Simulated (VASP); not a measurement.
# Li (P6/mmm) in VASP: notebook

Li is run at these levels: PBE; tasks: relaxation of cell and atoms.

Everything below comes from runs of VASP 6.6.1. Logs are shortened: lines on timing, memory, paths and dates and some standing lists are left out, and cuts for length are marked.

## Step 1: The cell of the first run

The structure is hexagonal, space group P6/mmm (No. 191). The conventional cell has a = 4.790 Å, b = 4.790 Å, c = 2.970 Å, α = 90.00°, β = 90.00°, γ = 120.00°. Li (site symmetry 6/mmm) has 14 Li at 2.97 to 3.14 Å within 3.9 Å. Li (site symmetry -6m2) has 11 Li at 2.77 to 3.14 Å within 3.6 Å.

This isn't the form of Li at room conditions, which is bcc.

## Step 2: Relaxation of cell and atoms, PBE, target pressure 0.43 GPa, at which the enthalpy is minimised

INCAR reads:

```
ALGO = Normal
EDIFF = 1E-7
EDIFFG = -0.005
ENCUT = 600
GGA = PE
IBRION = 2
ISIF = 3
ISMEAR = -1
LASPH = T
LCHARG = F
LREAL = F
LWAVE = F
NELM = 80
NSW = 60
PREC = Accurate
PSTRESS = 4.3
SIGMA = 0.1
```

KPOINTS reads:

```
k-points
0
Gamma
  8 8 11
```

POSCAR reads:

```
Li
1.0
    4.7896661116      0.0000000000      0.0000000000
   -2.3948330558      4.1479725283      0.0000000000
    0.0000000000      0.0000000000      2.9695929892
Li
3
Direct
    0.0000000000      0.0000000000      0.0000000000
    0.3333333333      0.6666666667      0.5000000000
    0.6666666667      0.3333333333      0.5000000000
```

Potentials or basis: VASP PAW PBE potentials, release 64 (Li_sv).

On the command line:

```
$ cat potpaw_PBE.64/Li_sv/POTCAR > POTCAR
$ mpirun -np 1 vasp_std > vasp.out
```

OUTCAR:

```text
EDIFF = 1E-7
   EDIFFG = -0.005
   ENCUT = 600
   GGA = PE
   IBRION = 2
   ISIF = 3
   ISMEAR = -1
   LASPH = T
   LREAL = F
   NELM = 80
   NSW = 60
   PREC = Accurate
   PSTRESS = 4.3

 ion  position               nearest neighbor table
   1  0.000  0.000  0.000-
   2  0.333  0.667  0.500-
   3  0.667  0.333  0.500-

  LATTYP: Found a hexagonal cell.
 ALAT       =     4.7896661116
 C/A-ratio  =     0.6200000000

  Lattice vectors:

 A1 = (   4.7896661116,   0.0000000000,   0.0000000000)
 A2 = (  -2.3948330558,   4.1479725283,   0.0000000000)
 A3 = (   0.0000000000,   0.0000000000,   2.9695929892)

Analysis of symmetry for initial positions (statically):
=====================================================================
 Subroutine PRICEL returns:
 Original cell was already a primitive cell.

 Routine SETGRP: Setting up the symmetry group for a
 hexagonal supercell.

 Subroutine GETGRP returns: Found 24 space group operations
 (whereof 24 operations were pure point group operations)
 out of a pool of 24 trial point group operations.

The static configuration has the point symmetry D_6h.

Analysis of symmetry for dynamics (positions and initial velocities):
=====================================================================
 Subroutine PRICEL returns:
 Original cell was already a primitive cell.

 Routine SETGRP: Setting up the symmetry group for a
 hexagonal supercell.

 Subroutine GETGRP returns: Found 24 space group operations
 (whereof 24 operations were pure point group operations)
 out of a pool of 24 trial point group operations.

The dynamic configuration has the point symmetry D_6h.

 Subroutine INISYM returns: Found 24 space group operations
 (whereof 24 operations are pure point group operations),
 and found     1 'primitive' translations

----------------------------------------------------------------------------------------

                                     Primitive cell

  volume of cell :      58.9981

  direct lattice vectors                    reciprocal lattice vectors
     4.789666112  0.000000000  0.000000000     0.208782820  0.120540818  0.000000000
[... 96 lines left out ...]
   POTIM  = 0.5000    time-step for ionic-motion
   TEBEG  =    0.0;   TEEND  =   0.0 temperature during run
   PSTRESS=    4.3 pullay stress
   NELECT =       9.0000    total number of electrons
   NUPDOWN=      -1.0000    fix difference up-down
   EMIN   =  10.00;   EMAX   =-10.00  energy-range for DOS
   EFERMI =   0.00;   METHOD = LEGACY
   ISMEAR =    -1;   SIGMA  =   0.10  broadening in eV -4-tet -1-fermi 0-gaus
   EFERMI_NEDOS =   21; number of points for ismear=-14 and -15
   IALGO  =     38    algorithm
   IMIX   =      4    mixing-type and parameters
     AMIX     =   0.40;   BMIX     =  1.00
     AMIX_MAG =   1.60;   BMIX_MAG =  1.00
  volume/ion in A,a.u.               =      19.67       132.71
  Fermi-wavevector in a.u.,A,eV,Ry     =   0.874735  1.653009 10.410643  0.765161
  Thomas-Fermi vector in A             =   1.994307
   LORBIT       =      0    0 simple, 1 ext, 2 COOP (PROOUT), +10 PAW based schemes
   GGA     = PE    functional components
   LHFCALC =     F    Hartree Fock is set to
   AEXX    =    0.0000 exact exchange contribution
   IVDW    =     0    specifies the selected vdW correction
   LEPSILON=     F    determine dielectric tensor
   LRPA    =     F    only Hartree local field effects (RPA)
 conjugate gradient relaxation of ions
 non-spin polarized calculation
  energy-cutoff  :      600.00
  volume of cell :       59.00
 maximum number of plane-waves:      1992
 NGX is ok and might be reduce to    40

--------------------------------------- Ionic step        1  -------------------------------------------

 number of electron       9.0000004 magnetization

 Free energy of the ion-electron system (eV)
  ---------------------------------------------------
  ext. energy  EPLUGINS =         0.00000000
  ---------------------------------------------------
  free energy    TOTEN  =        -5.68811630 eV

  energy without entropy =       -5.63967990  energy(sigma->0) =       -5.66389810

------------------------ aborting loop because EDIFF is reached ----------------------------------------

  FORCE on cell =-STRESS in cart. coord.  units (eV):
  Direction    XX          YY          ZZ          XY          YZ          ZX
  --------------------------------------------------------------------------------------
  -------------------------------------------------------------------------------------
  Total        0.3624702      0.3624702     -0.3036437      0.0000000      0.0000000      0.0000000
  in kB        9.8433935      9.8433935     -8.2458776      0.0000000      0.0000000      0.0000000
  external PRESSURE =      -0.4863635 kB  Pullay stress =       4.3000000 kB
[... 104 lines left out ...]
--------------------------------------- Ionic step        4  -------------------------------------------

 number of electron       8.9999996 magnetization

 Free energy of the ion-electron system (eV)
  ---------------------------------------------------
  ext. energy  EPLUGINS =         0.00000000
  ---------------------------------------------------
  free energy    TOTEN  =        -5.69985397 eV

  energy without entropy =       -5.65341643  energy(sigma->0) =       -5.67663520

 E-fermi :   0.7358     XC(G=0):  -7.1317

 val. band max:        0.7118774758   @ k =   0.2500   0.0000   0.0909
 cond. band min:       0.7730694453   @ k =   0.3750   0.2500   0.2727
 fundamental gap:      0.0611919696
 Fermi energy:         0.7358164647

 k-point     1 :       0.0000    0.0000    0.0000
  band No.  band energies     occupation
      1     -45.8024      2.00000
      2     -45.7787      2.00000
      3     -45.6700      2.00000
      4      -2.8792      2.00000
      5       2.8684      0.00000
      6       2.8685      0.00000
      7       2.9287      0.00000
      8       2.9287      0.00000
[... 243 lines left out ...]
 k-point    24 :       0.3750    0.0000    0.1818
  band No.  band energies     occupation
      1     -45.7922      2.00000
      2     -45.7810      2.00000
      3     -45.6668      2.00000
      4      -1.5483      2.00000
      5       0.0239      1.99838
      6       1.5446      0.00061
      7       4.1064      0.00000
      8       7.8312      0.00000

 [... further k-points ...]

------------------------ aborting loop because EDIFF is reached ----------------------------------------

  FORCE on cell =-STRESS in cart. coord.  units (eV):
  Direction    XX          YY          ZZ          XY          YZ          ZX
  --------------------------------------------------------------------------------------
  -------------------------------------------------------------------------------------
  Total        0.1445260      0.1445260      0.1587204      0.0000000     -0.0000000      0.0000000
  in kB        3.9461556      3.9461556      4.3337209      0.0000000     -0.0000000      0.0000000
  external PRESSURE =      -0.2246560 kB  Pullay stress =       4.3000000 kB
[... 22 lines left out ...]
  energy  without entropy=       -5.6534164254  energy(sigma->0) =       -5.67663520

  enthalpy is  TOTEN    =        -5.5423685841 eV   P V=        0.1574853840

 reached required accuracy - stopping structural energy minimisation
```

OSZICAR:

```text
N       E                     dE             d eps       ncg     rms          rms(c)
DAV:   1     0.102281067480E+02    0.10228E+02   -0.43305E+03   960   0.110E+03
DAV:   2    -0.201039686076E+01   -0.12239E+02   -0.11987E+02  1248   0.106E+02
DAV:   3    -0.547224115573E+01   -0.34618E+01   -0.34504E+01  1688   0.513E+01
[... 28 lines left out ...]
DAV:   2    -0.569961834082E+01   -0.40238E-03   -0.11333E-03  1472   0.420E-01    0.213E-01
DAV:   3    -0.569985281325E+01   -0.23447E-03   -0.50615E-05  1408   0.106E-01    0.549E-03
DAV:   4    -0.569985416294E+01   -0.13497E-05   -0.44785E-06  1440   0.219E-02    0.283E-03
DAV:   5    -0.569985402630E+01    0.13664E-06   -0.13564E-07  1232   0.402E-03    0.754E-04
DAV:   6    -0.569985396819E+01    0.58118E-07   -0.22506E-08   576   0.180E-03
   4 F= -.55423686E+01 E0= -.55191498E+01  d E =-.125942E-01
```

CONTCAR:

```text
Li
   1.00000000000000
     4.8699004534876353    0.0000000000000000    0.0000000000000000
    -2.4349502267438177    4.2174575066313027    0.0000000000000000
     0.0000000000000000    0.0000000000000000    2.8570088213958340
  Li
     3
Direct
     1.0000000000000000    1.0000000000000000    1.0000000000000000
     0.3333333332999970    0.6666666667000030    0.5000000000000000
     0.6666666667000030    0.3333333332999970    0.5000000000000000

  0.00000000E+00  0.00000000E+00  0.00000000E+00
  0.00000000E+00  0.00000000E+00  0.00000000E+00
  0.00000000E+00  0.00000000E+00  0.00000000E+00
```

Run time: 47 s. Hardware: 1 thread of Intel Xeon Platinum 8488C (Sapphire Rapids), shared host; peak memory 0.19 GiB.

Results:

| Property | Result |
| --- | --- |
| Free energy | -5.6999 eV |
| Relaxed volume | 19.56 Å³/atom |
| Relaxed cell | a = 4.870 Å, b = 4.870 Å, c = 2.857 Å, α = 90.00°, β = 90.00°, γ = 120.00° |
| Space group after relaxing (to 0.1 Å) | P6/mmm (No. 191) |
| Energy change on relaxing (the run minimises the enthalpy) | -3.9 meV/atom |
| Ionic steps | 4 |
| Pressure after relaxing | 0.4 GPa |
| Band gap on the k mesh | zero (an odd number of electrons rules out a gap without spin polarisation) |

Step by step:
| step | energy change (eV) | largest force (eV/Å) | pressure (GPa) | volume (Å³) |
| --- | --- | --- | --- | --- |
| 1 | 0.0000 | 0.0000 | 0.38 | 59.00 |
| 2 | -0.0042 | 0.0000 | 0.38 | 58.94 |
| 3 | -0.0114 | 0.0000 | 0.40 | 58.76 |
| 4 | -0.0117 | 0.0000 | 0.41 | 58.68 |

Final structure:
```yaml
crystal:
  lattice:
    - [4.86990, 0.00000, 0.00000]
    - [-2.43495, 4.21746, 0.00000]
    - [0.00000, 0.00000, 2.85701]
  atoms:
    - { symbol: Li, position: [0.00000, 0.00000, 0.00000] }
    - { symbol: Li, position: [0.33333, 0.66667, 0.50000] }
    - { symbol: Li, position: [0.66667, 0.33333, 0.50000] }
```

Levels at points of the mesh, in eV from the Fermi level:
```tsv
k point	band 1	band 2	band 3	band 4	band 5	band 6	band 7	band 8
(0.00, 0.00, 0.00)	-46.54	-46.51	-46.41	-3.62	2.13	2.13	2.19	2.19
(0.50, 0.00, 0.00)	-46.53	-46.52	-46.41	-2.08	-2.05	0.08	3.20	8.26
```

Caveat: the cutoff is under 1.25 times the usual one of these potentials, so pressure, stress and relaxed cells hold a basis-set (Pulay) error; the cell is relaxed towards a set pressure, so the run minimises the enthalpy, not the energy.

## Step 3: Relaxation of cell and atoms, PBE, target pressure 0.43 GPa, at which the enthalpy is minimised

This run uses another cell than the first one, of the same volume but with other edges.

INCAR reads:

```
SYSTEM = Li
PREC     = Accurate       ! precision mode
ENCUT    = 600            ! plane-wave cutoff, eV
EDIFF    = 1E-6           ! SCF threshold, eV
ISMEAR   = -1             ! smearing method
SIGMA    = 0.1            ! smearing width, eV
LREAL    = .FALSE.        ! projectors in reciprocal space
LASPH    = .TRUE.         ! aspherical terms in the spheres
NELM     = 60             ! most SCF steps
ALGO     = Normal         ! electronic algorithm
ISIF     = 3              ! what is computed and relaxed
LWAVE    = .FALSE.        ! write WAVECAR
LCHARG   = .FALSE.        ! write CHGCAR
GGA      = PE             ! functional
IBRION   = 2              ! ionic algorithm
NSW      = 32             ! ionic steps
EDIFFG   = -0.005         ! ionic threshold
PSTRESS  = 4.3
```

KPOINTS reads:

```
regular mesh
0
G
  8 8 11
  0 0 0
```

POSCAR reads:

```
Li
1.0
    4.8771613636      0.0000000000      0.0000000000
   -2.4385806818      4.2237456392      0.0000000000
    0.0000000000      0.0000000000      2.8680714012
Li
3
Direct
    0.0000000000      0.0000000000      0.0000000000
    0.3333333333      0.6666666667      0.5000000000
    0.6666666667      0.3333333333      0.5000000000
```

Potentials or basis: VASP PAW PBE potentials, release 64 (Li_sv).

On the command line:

```
$ cat potpaw_PBE.64/Li_sv/POTCAR > POTCAR
$ mpirun -np 1 vasp_std > vasp.out
```

Wall time 48 s (1 thread of Intel Xeon Platinum 8488C (Sapphire Rapids), shared host); peak memory 0.18 GiB.

It converged, with:

```yaml
Free_energy: -5.6995 eV
Relaxed_volume: 19.52 Å³/atom
Relaxed_cell: a = 4.864 Å, b = 4.864 Å, c = 2.859 Å, α = 90.00°, β = 90.00°, γ = 120.00°
Space_group_after_relaxing_to_0.1_Å: P6/mmm (No. 191)
Energy_change_on_relaxing_the_run_minimises_the_enthalpy: +0.4 meV/atom
Ionic_steps: 3
Pressure_after_relaxing: 0.4 GPa
Band_gap_on_the_k_mesh: zero (an odd number of electrons rules out a gap without spin polarisation)
```

The path:
| step | energy change (eV) | largest force (eV/Å) | pressure (GPa) | volume (Å³) |
| --- | --- | --- | --- | --- |
| 1 | 0.0000 | 0.0000 | 0.31 | 59.08 |
| 2 | 0.0003 | 0.0000 | 0.34 | 58.95 |
| 3 | 0.0012 | 0.0000 | 0.43 | 58.57 |

Final structure:
```xyz
3
Lattice="4.8636 0.0000 0.0000 -2.4318 4.2120 0.0000 0.0000 0.0000 2.8592" Properties=species:S:1:pos:R:3 pbc="T T T"
Li    0.0000    0.0000    0.0000
Li    0.0000    2.8080    1.4296
Li    2.4318    1.4040    1.4296
```

Levels at points of the mesh, in eV from the Fermi level:
```csv
k point,band 2,band 3,band 4,band 5,band 6,band 7
"(0.00, 0.00, 0.00)",-46.51,-46.40,-3.62,2.14,2.14,2.20
"(0.50, 0.00, 0.00)",-46.52,-46.40,-2.08,-2.05,0.09,3.22
```

Caveat: the cutoff is under 1.25 times the usual one of these potentials, so pressure, stress and relaxed cells hold a basis-set (Pulay) error; the cell is relaxed towards a set pressure, so the run minimises the enthalpy, not the energy.

The gap in the log of VASP goes by the Fermi energy; the results here count the filled bands.